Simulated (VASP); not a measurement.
# Mo (Im-3m) in VASP: notebook, part 2 of 2

VASP 6.6.1. The steps go on from the part before.

## 4. Relaxation of cell and atoms, PBEsol, target pressure -2 GPa, at which the enthalpy is minimised

This run uses another cell than the first one, of 15.58 Å³/atom, 1.015 times its volume.

Input file INCAR:

```
SYSTEM = Mo
  PREC = Accurate
  ENCUT = 600
  EDIFF = 1E-6
  ISMEAR = 0
  SIGMA = 0.1
  LREAL = .False.
  LASPH = .True.
  NELM = 80
  ALGO = Normal
  ISIF = 3
  LWAVE = .False.
  LCHARG = .False.
  GGA = PS
  IBRION = 2
  NSW = 80
  EDIFFG = -0.01
  PSTRESS = -20.0
```

Input file KPOINTS:

```
Automatic mesh
0
Gamma
  15 15 15
  0 0 0
```

Input file POSCAR:

```
Mo
1.0
   -1.5734150000      1.5734150000      1.5734150000
    1.5734150000     -1.5734150000      1.5734150000
    1.5734150000      1.5734150000     -1.5734150000
Mo
1
Direct
    0.0000000000      0.0000000000      0.0000000000
```

Potentials or basis: VASP PAW PBE potentials, release 64 (Mo_sv).

The run is started by

```bash
> cat potpaw_PBE.64/Mo_sv/POTCAR > POTCAR
> mpirun -np 1 vasp_std > vasp.out
```

OUTCAR:

```text
SYSTEM = Mo
   PREC = Accurate
   ENCUT = 600
   EDIFF = 1E-6
   ISMEAR = 0
   LREAL = .False.
   LASPH = .True.
   NELM = 80
   ISIF = 3
   GGA = PS
   IBRION = 2
   NSW = 80
   EDIFFG = -0.01
   PSTRESS = -20.0

 ion  position               nearest neighbor table
   1  0.000  0.000  0.000-

  LATTYP: Found a body centered cubic cell.
 ALAT       =     3.1468300000

  Lattice vectors:

 A1 = (  -1.5734150000,   1.5734150000,   1.5734150000)
 A2 = (   1.5734150000,  -1.5734150000,   1.5734150000)
 A3 = (   1.5734150000,   1.5734150000,  -1.5734150000)

Analysis of symmetry for initial positions (statically):
=====================================================================
 Subroutine PRICEL returns:
 Original cell was already a primitive cell.

 Routine SETGRP: Setting up the symmetry group for a
 body centered cubic supercell.
[... 250 lines left out ...]

 E-fermi :  12.5614     XC(G=0): -13.5847

 val. band max:       12.5202683325   @ k =  -0.2667   0.3333   0.1333
 cond. band min:      12.5813712801   @ k =   0.1333   0.0667   0.0000
 fundamental gap:      0.0611029477
 Fermi energy:        12.5614321820

 k-point     1 :       0.0000    0.0000    0.0000
  band No.  band energies     occupation
      1     -48.5803      2.00000
      2     -21.8447      2.00000
      3     -21.8447      2.00000
      4     -21.8447      2.00000
      5       5.3052      2.00000
      6      11.2328      2.00000
      7      11.2328      2.00000
      8      11.2328      2.00000
      9      14.2828      0.00000
     10      14.2828      0.00000
     11      27.4456      0.00000
[... 309 lines left out ...]
 k-point    24 :       0.4000    0.2000    0.0000
  band No.  band energies     occupation
      1     -48.2811      2.00000
      2     -23.1248      2.00000
      3     -22.5201      2.00000
      4     -21.9945      2.00000
      5       8.2252      2.00000
      6       9.4947      2.00000
      7      11.6405      2.00000
      8      14.1907      0.00000
      9      15.3861      0.00000
     10      20.2073      0.00000
     11      23.4006      0.00000

 [... further k-points ...]
[... 5 lines left out ...]
  --------------------------------------------------------------------------------------
  -------------------------------------------------------------------------------------
  Total       -0.1933601     -0.1933601     -0.1933601      0.0000000      0.0000000      0.0000000
  in kB      -20.0128320    -20.0128320    -20.0128320      0.0000000      0.0000000      0.0000000
  external PRESSURE =      -0.0128320 kB  Pullay stress =     -20.0000000 kB
[... 20 lines left out ...]
  energy  without entropy=      -11.7724995618  energy(sigma->0) =      -11.77432638

  enthalpy is  TOTEN    =       -11.9693893310 eV   P V=       -0.1932361311

 reached required accuracy - stopping structural energy minimisation
```

OSZICAR:

```text
N       E                     dE             d eps       ncg     rms          rms(c)
DAV:   1     0.101064606342E+03    0.10106E+03   -0.89774E+03  2656   0.145E+03
DAV:   2    -0.109874218884E+02   -0.11205E+03   -0.10829E+03  2841   0.366E+02
DAV:   3    -0.125375443124E+02   -0.15501E+01   -0.15317E+01  3111   0.427E+01
[... 19 lines left out ...]
DAV:   2    -0.117797182785E+02    0.56752E-01   -0.12293E-01  2721   0.443E+00    0.475E-01
DAV:   3    -0.117758012774E+02    0.39170E-02   -0.16569E-02  2873   0.162E+00    0.384E-01
DAV:   4    -0.117761540960E+02   -0.35282E-03   -0.32710E-04  2748   0.213E-01    0.137E-02
DAV:   5    -0.117761529693E+02    0.11267E-05   -0.12520E-05  2925   0.430E-02    0.318E-03
DAV:   6    -0.117761531999E+02   -0.23058E-06   -0.10720E-07  1636   0.487E-03
   3 F= -.11969389E+02 E0= -.11967563E+02  d E =-.568115E-03
```

It took 14 s on 1 thread of Intel Xeon 6975P-C (Granite Rapids), shared host; peak memory 0.16 GiB.

What came out:

| Item | Value |
| --- | --- |
| Free energy | -11.7762 eV |
| Relaxed volume | 15.48 Å³/atom |
| Relaxed cell | a = 2.719 Å, b = 2.719 Å, c = 2.719 Å, α = 109.47°, β = 109.47°, γ = 109.47° |
| Space group after relaxing (to 0.05 Å) | Im-3m (No. 229) |
| Energy change on relaxing (the enthalpy is what falls) | -1.8 meV/atom |
| Ionic steps | 3 |
| Pressure after relaxing | -2.0 GPa |
| Band gap on the k mesh | zero (band 7 reaches 16.38 eV, above the bottom of band 8 at 11.23 eV) |

Step by step:
```tsv
step	energy change (eV)	largest force (eV/Å)	pressure (GPa)	volume (Å³)
1	0.0000	0.0000	-3.77	15.58
2	-0.0008	0.0000	3.25	15.20
3	-0.0018	0.0000	-2.00	15.48
```

Final structure:
```xyz
1
Lattice="-1.5700 1.5700 1.5700 1.5700 -1.5700 1.5700 1.5700 1.5700 -1.5700" Properties=species:S:1:pos:R:3 pbc="T T T"
Mo    0.0000    0.0000    0.0000
```

Levels at points of the mesh, in eV from the Fermi level:
```
           k point  band 4  band 5  band 6  band 7  band 8  band 9  band 10  band 11
(0.00, 0.00, 0.00)  -34.41   -7.26   -1.33   -1.33   -1.33    1.72     1.72    14.88
```

Caveat: the cell is relaxed towards a set pressure, so the enthalpy falls and the energy may rise; the PAW data sets were made with another functional, which shifts forces and pressure a little.

## 5. Relaxation of cell and atoms, PBEsol

This run uses another cell than the first one, of 15.58 Å³/atom, 1.015 times its volume.

Input file INCAR:

```
  ALGO = Normal
  EDIFF = 1E-6
  EDIFFG = -0.01
  ENCUT = 600
  GGA = PS
  IBRION = 2
  ISIF = 3
  ISMEAR = 0
  LASPH = True
  LCHARG = False
  LREAL = False
  LWAVE = False
  NELM = 80
  NSW = 80
  PREC = Accurate
  SIGMA = 0.1
```

Input file KPOINTS:

```
k-points
0
Gamma
  15 15 15
```

POSCAR is that of step 4.

The run is started by

```bash
> cat potpaw_PBE.64/Mo_sv/POTCAR > POTCAR
> mpirun -np 1 vasp_std > vasp.out
```

Wall time 14 s (1 thread of Intel Xeon 6975P-C (Granite Rapids), shared host); peak memory 0.16 GiB.

It converged, with:

```
Free energy                            : -11.7769 eV
Relaxed volume                         : 15.37 Å³/atom
Relaxed cell                           : a = 2.713 Å, b = 2.713 Å, c = 2.713 Å, α = 109.47°, β = 109.47°, γ = 109.47°
Space group after relaxing (to 0.05 Å) : Im-3m (No. 229)
Energy gained by relaxing              : 2.5 meV/atom
Ionic steps                            : 3
Pressure after relaxing                : 0.0 GPa
Band gap on the k mesh                 : zero (band 7 reaches 16.53 eV, above the bottom of band 8 at 11.33 eV)
```

The path:
```tsv
step	energy change (eV)	largest force (eV/Å)	pressure (GPa)	volume (Å³)
1	0.0000	0.0000	-3.77	15.58
2	0.0195	0.0000	12.21	14.77
3	-0.0025	0.0000	-0.03	15.37
```

Final structure:
```
Mo
1.0
    -1.56633    1.56633    1.56633
     1.56633   -1.56633    1.56633
     1.56633    1.56633   -1.56633
Mo
1
Direct
  0.00000 0.00000 0.00000
```

Levels at points of the mesh, in eV from the Fermi level:
| k point | band 3 | band 4 | band 5 | band 6 | band 7 | band 8 | band 9 | band 10 | band 11 |
| --- | --- | --- | --- | --- | --- | --- | --- | --- | --- |
| (0.00, 0.00, 0.00) | -34.39 | -34.39 | -7.28 | -1.34 | -1.34 | -1.34 | 1.73 | 1.73 | 14.89 |

Caveat: the PAW data sets were made with another functional, which shifts forces and pressure a little.

## 6. Summary

```csv
task,cell,cutoff (eV),gap on the mesh (eV),pressure (GPa)
single point,"a = 2.711 Å, angles 109.5°, 1 atom",520,none,0.6
single point,"a = 2.705 Å, angles 109.5°, 1 atom",520,none,2.6
relaxation of cell and atoms,"relaxed to -2 GPa from a = 2.725 Å, angles 109.5°, 1 atom",600,none,-2.0
relaxation of cell and atoms,"relaxed from a = 2.725 Å, angles 109.5°, 1 atom",600,none,0.0
```

Alike in all rows: level PBEsol; potentials or basis VASP PAW PBE potentials, release 64 (Mo_sv); no spin polarisation; k mesh 15 × 15 × 15; smearing gaussian 0.1 eV.

Caveats: the PAW data sets were made with another functional, which shifts forces and pressure a little; the cell is relaxed towards a set pressure, so the enthalpy falls and the energy may rise (some runs).

Absolute energies hang on the potentials; compare differences alone.
